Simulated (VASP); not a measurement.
# Sb (P6_3/mmc) in VASP: further runs

Runs on Sb. Level: PBE. Tasks: single point.

All numbers are computed with VASP 6.6.1; they aren't measurements. Logs are shortened: lines on timing, memory, paths and dates and some standing lists are left out, and cuts for length are marked.

## 1. The cell of the first run

Symmetry: P6_3/mmc, No. 194, hexagonal system. Conventional cell: a = 3.312 Å, b = 3.312 Å, c = 5.240 Å, α = 90.00°, β = 90.00°, γ = 120.00°. Within 4.3 Å of Sb (site symmetry -6m2) lie 12 Sb at 3.24 to 3.31 Å.

## 2. Single point, PBE (volume scaled by 0.95)

INCAR reads:

```
SYSTEM = Sb
ALGO     = Normal         ! electronic algorithm
EDIFF    = 1E-6           ! SCF threshold, eV
ENCUT    = 520            ! plane-wave cutoff, eV
GGA      = PE             ! functional
ISIF     = 2              ! what is computed and relaxed
ISMEAR   = -1             ! smearing method
LASPH    = .True.         ! aspherical terms in the spheres
LCHARG   = .False.        ! write CHGCAR
LREAL    = .False.        ! projectors in reciprocal space
LWAVE    = .False.        ! write WAVECAR
NBANDS   = 12             ! bands
NELM     = 80             ! most SCF steps
PREC     = Accurate       ! precision mode
SIGMA    = 0.03           ! smearing width, eV
```

KPOINTS reads:

```
k-points
0
Gamma
  12 12 7
  0 0 0
```

POSCAR reads:

```
Sb
1.0
    3.3118874482      0.0000000000      0.0000000000
   -1.6559437241      2.8681786646      0.0000000000
    0.0000000000      0.0000000000      5.2396435614
Sb
2
Direct
    0.3333333333      0.6666666667      0.2500000000
    0.6666666667      0.3333333333      0.7500000000
```

Potentials or basis: VASP PAW PBE potentials, release 64 (Sb).

Started as:

```sh
cat potpaw_PBE.64/Sb/POTCAR > POTCAR
mpirun -np 1 vasp_std > vasp.out
```

OUTCAR:

```text
SYSTEM = Sb
   EDIFF = 1E-6
   ENCUT = 520
   GGA = PE
   ISIF = 2
   ISMEAR = -1
   LASPH = .True.
   LREAL = .False.
   NELM = 80
   PREC = Accurate

 ion  position               nearest neighbor table
   1  0.333  0.667  0.250-   2 3.24   2 3.24   2 3.24   2 3.24   2 3.24   2 3.24
   2  0.667  0.333  0.750-   1 3.24   1 3.24   1 3.24   1 3.24   1 3.24   1 3.24

  LATTYP: Found a hexagonal cell.
 ALAT       =     3.3118874482
 C/A-ratio  =     1.5820717471

  Lattice vectors:

 A1 = (   3.3118874482,   0.0000000000,   0.0000000000)
 A2 = (  -1.6559437241,   2.8681786646,   0.0000000000)
 A3 = (   0.0000000000,   0.0000000000,   5.2396435614)

Analysis of symmetry for initial positions (statically):
=====================================================================
 Subroutine PRICEL returns:
 Original cell was already a primitive cell.

 Routine SETGRP: Setting up the symmetry group for a
 hexagonal supercell.

 Subroutine GETGRP returns: Found 24 space group operations
 (whereof 12 operations were pure point group operations)
 out of a pool of 24 trial point group operations.

The static configuration has the point symmetry D_3d.
 The point group associated with its full space group is D_6h.

Analysis of symmetry for dynamics (positions and initial velocities):
=====================================================================
 Subroutine PRICEL returns:
 Original cell was already a primitive cell.

 Routine SETGRP: Setting up the symmetry group for a
 hexagonal supercell.

 Subroutine GETGRP returns: Found 24 space group operations
 (whereof 12 operations were pure point group operations)
 out of a pool of 24 trial point group operations.

The dynamic configuration has the point symmetry D_3d.
 The point group associated with its full space group is D_6h.

 Subroutine INISYM returns: Found 24 space group operations
 (whereof 12 operations are pure point group operations),
 and found     1 'primitive' translations

----------------------------------------------------------------------------------------

                                     Primitive cell

  volume of cell :      49.7718

  direct lattice vectors                    reciprocal lattice vectors
     3.311887448  0.000000000  0.000000000     0.301942628  0.174326658  0.000000000
    -1.655943724  2.868178665  0.000000000     0.000000000  0.348653315  0.000000000
     0.000000000  0.000000000  5.239643561     0.000000000  0.000000000  0.190852677

  length of vectors
     3.311887448  3.311887448  5.239643561     0.348653315  0.348653315  0.190852677

  position of ions in fractional coordinates (direct lattice)
     0.333333333  0.666666667  0.250000000
     0.666666667  0.333333333  0.750000000

  ion indices of the primitive-cell ions
   primitive index   ion index
                 1           1
                 2           2

----------------------------------------------------------------------------------------

 KPOINTS: k-points

Automatic generation of k-mesh.
 Grid dimensions read from file:
 generate k-points for:   12   12    7

 Generating k-lattice:

  Cartesian coordinates                     Fractional coordinates (reciprocal lattice)
     0.025161886  0.014527221  0.000000000     0.083333333  0.000000000  0.000000000
     0.000000000  0.029054443  0.000000000     0.000000000  0.083333333  0.000000000
     0.000000000  0.000000000  0.027264668     0.000000000  0.000000000  0.142857143

  Length of vectors
     0.029054443  0.029054443  0.027264668

  Shift w.r.t. Gamma in fractional coordinates (k-lattice)
     0.000000000  0.000000000  0.000000000

 Subroutine IBZKPT returns following result:
 ===========================================

 Found     76 irreducible k-points:

 Following reciprocal coordinates:
            Coordinates               Weight
  0.000000  0.000000  0.000000      1.000000
  0.083333 -0.000000  0.000000      6.000000
  0.166667 -0.000000  0.000000      6.000000
  0.250000 -0.000000  0.000000      6.000000
  0.333333 -0.000000  0.000000      6.000000
  0.416667 -0.000000  0.000000      6.000000
[... 16 lines left out ...]
  0.250000 -0.000000  0.142857     12.000000
  0.333333 -0.000000  0.142857     12.000000
 [... further k-points ...]
   k-points           NKPTS =     76   k-points in BZ     NKDIM =     76   number of bands    NBANDS=     12
   number of dos      NEDOS =    301   number of ions     NIONS =      2
   total plane-waves  NPLWV =  31360
   dimension x,y,z NGX =    28 NGY =   28 NGZ =   40
   dimension x,y,z NGXF=    56 NGYF=   56 NGZF=   80
   ions per type =               2
   NGX,Y,Z   is equivalent  to a cutoff of  14.06, 14.06, 12.69 a.u.
   NGXF,Y,Z  is equivalent  to a cutoff of  28.11, 28.11, 25.38 a.u.
 SYSTEM =  Sb
   PREC   = accura    normal or accurate (medium, high low for compatibility)
   ISTART =      0    job   : 0-new  1-cont  2-samecut
   ICHARG =      2    charge: 1-file 2-atom 10-const
   ISPIN  =      1    spin polarized calculation?
   LNONCOLLINEAR =      F non collinear calculations
   LSORBIT =      F    spin-orbit coupling
   LASPH  =      T    aspherical Exc in radial PAW
   ENCUT  =  520.0 eV  38.22 Ry    6.18 a.u.   6.16  6.16  9.74*2*pi/ulx,y,z
   NELM   =     80;   NELMIN=  2; NELMDL= -5     # of ELM steps
   EDIFF  = 0.1E-05   stopping-criterion for ELM
   LREAL  =      F    real-space projection
   EDIFFG = 0.1E-04   stopping-criterion for IOM
   NSW    =      0    number of steps for IOM
   IBRION =     -1    ionic relax: 0-MD 1-quasi-New 2-CG
   NFREE  =      0    steps in history (QN), initial steepest desc. (CG)
   ISIF   =      2    stress and relaxation
   ISYM   =      2    0-nonsym 1-usesym 2-fastsym
   POTIM  = 0.5000    time-step for ionic-motion
   TEBEG  =    0.0;   TEEND  =   0.0 temperature during run
   PSTRESS=    0.0 pullay stress
   NELECT =      10.0000    total number of electrons
   NUPDOWN=      -1.0000    fix difference up-down
   EMIN   =  10.00;   EMAX   =-10.00  energy-range for DOS
   EFERMI =   0.00;   METHOD = LEGACY
   ISMEAR =    -1;   SIGMA  =   0.03  broadening in eV -4-tet -1-fermi 0-gaus
   EFERMI_NEDOS =   21; number of points for ismear=-14 and -15
   IALGO  =     38    algorithm
   IMIX   =      4    mixing-type and parameters
     AMIX     =   0.40;   BMIX     =  1.00
     AMIX_MAG =   1.60;   BMIX_MAG =  1.00
  volume/ion in A,a.u.               =      24.89       167.94
  Fermi-wavevector in a.u.,A,eV,Ry     =   0.958842  1.811948 12.508894  0.919378
  Thomas-Fermi vector in A             =   2.087985
   LORBIT       =      0    0 simple, 1 ext, 2 COOP (PROOUT), +10 PAW based schemes
   GGA     = PE    functional components
   LHFCALC =     F    Hartree Fock is set to
   AEXX    =    0.0000 exact exchange contribution
   IVDW    =     0    specifies the selected vdW correction
   LEPSILON=     F    determine dielectric tensor
   LRPA    =     F    only Hartree local field effects (RPA)
 non-spin polarized calculation
  energy-cutoff  :      520.00
  volume of cell :       49.77
 maximum number of plane-waves:      1363
 NGX is ok and might be reduce to    28
   NGX = 13   NGY = 13   NGZ = 19

 number of electron      10.0000000 magnetization

 Free energy of the ion-electron system (eV)
  ---------------------------------------------------
  ext. energy  EPLUGINS =         0.00000000
  ---------------------------------------------------
  free energy    TOTEN  =        -7.62559995 eV

  energy without entropy =       -7.62169340  energy(sigma->0) =       -7.62364667

 E-fermi :   9.6352     XC(G=0): -10.5793

 val. band max:        9.6306154778   @ k =   0.1667  -0.0000   0.0000
 cond. band min:       9.6418900624   @ k =   0.2500  -0.0000   0.2857
 fundamental gap:      0.0112745846
 Fermi energy:         9.6351566527

 k-point     1 :       0.0000    0.0000    0.0000
  band No.  band energies     occupation
      1      -3.9829      2.00000
      2       0.5681      2.00000
      3       3.3162      2.00000
      4      13.1595      0.00000
      5      13.1595      0.00000
      6      15.0719      0.00000
      7      15.0719      0.00000
      8      16.1296      0.00000
      9      17.2409      0.00000
     10      18.4702      0.00000
     11      19.7322      0.00000
     12      19.7322      0.00000

 k-point     2 :       0.0833   -0.0000    0.0000
  band No.  band energies     occupation
      1      -3.8546      2.00000
      2       0.6802      2.00000
      3       3.4505      2.00000
      4      11.8674      0.00000
      5      12.6540      0.00000
      6      14.4300      0.00000
      7      15.2638      0.00000
      8      15.8790      0.00000
      9      17.6285      0.00000
     10      18.3764      0.00000
     11      19.6836      0.00000
     12      20.1367      0.00000

 k-point     3 :       0.1667   -0.0000    0.0000
  band No.  band energies     occupation
      1      -3.4707      2.00000
      2       1.0083      2.00000
      3       3.8499      2.00000
      4       9.6306      1.07554
      5      11.7528      0.00000
      6      12.9481      0.00000
      7      14.9660      0.00000
      8      15.1641      0.00000
      9      16.2628      0.00000
     10      18.9917      0.00000
     11      19.4868      0.00000
     12      20.1816      0.00000
[... 286 lines left out ...]
 k-point    23 :       0.2500   -0.0000    0.1429
  band No.  band energies     occupation
      1      -2.7227      2.00000
      2       0.9269      2.00000
      3       5.2416      2.00000
      4       7.6065      2.00000
      5      10.6090      0.00000
      6      11.0286      0.00000
      7      13.5842      0.00000
      8      14.3085      0.00000
      9      15.3478      0.00000
     10      17.6069      0.00000
     11      18.5651      0.00000
     12      20.0222      0.00000

 k-point    24 :       0.3333   -0.0000    0.1429
  band No.  band energies     occupation
      1      -1.8547      2.00000
      2       1.5744      2.00000
      3       5.1735      2.00000
      4       6.6077      2.00000
      5       8.6629      2.00000
      6      10.3818      0.00000
      7      12.2715      0.00000
      8      13.7670      0.00000
      9      14.5404      0.00000
     10      16.9983      0.00000
     11      18.8077      0.00000
     12      19.6117      0.00000

 [... further k-points ...]
[... 5 lines left out ...]
  --------------------------------------------------------------------------------------
  -------------------------------------------------------------------------------------
  Total        2.3420138      2.3420138      1.9070200     -0.0000000     -0.0000000      0.0000000
  in kB       75.3904804     75.3904804     61.3878336     -0.0000000     -0.0000000      0.0000000
  external PRESSURE =      70.7229315 kB  Pullay stress =       0.0000000 kB

 VOLUME and BASIS-vectors are now :
 -----------------------------------------------------------------------------
  energy-cutoff  :      520.00
  volume of cell :       49.77
      direct lattice vectors                 reciprocal lattice vectors
     3.311887448  0.000000000  0.000000000     0.301942628  0.174326658  0.000000000
    -1.655943724  2.868178665  0.000000000     0.000000000  0.348653315  0.000000000
     0.000000000  0.000000000  5.239643561     0.000000000  0.000000000  0.190852677

 POSITION                                       TOTAL-FORCE (eV/Angst)
 -----------------------------------------------------------------------------------
     -0.00000      1.91212      1.30991        -0.000000      0.000000      0.000000
      1.65594      0.95606      3.92973         0.000000      0.000000      0.000000
 -----------------------------------------------------------------------------------
    total drift:                                0.000000     -0.000000      0.000000

  FREE ENERGIE OF THE ION-ELECTRON SYSTEM (eV)
  ---------------------------------------------------
  free  energy   TOTEN  =        -7.6255999507 eV

  energy  without entropy=       -7.6216933951  energy(sigma->0) =       -7.62364667
```

Run time: 24 s. Hardware: 1 thread of Intel Xeon Platinum 8488C (Sapphire Rapids), shared host; peak memory 0.19 GiB.

What came out:

- Free energy: -7.6256 eV
- Pressure: 7.1 GPa
- Band gap on the k mesh: zero (band 5 reaches 13.90 eV, above the bottom of band 6 at 6.45 eV)

Caveat: spin-orbit coupling is left out, which moves the levels of the heavy elements.

[end of part 1 of 2]
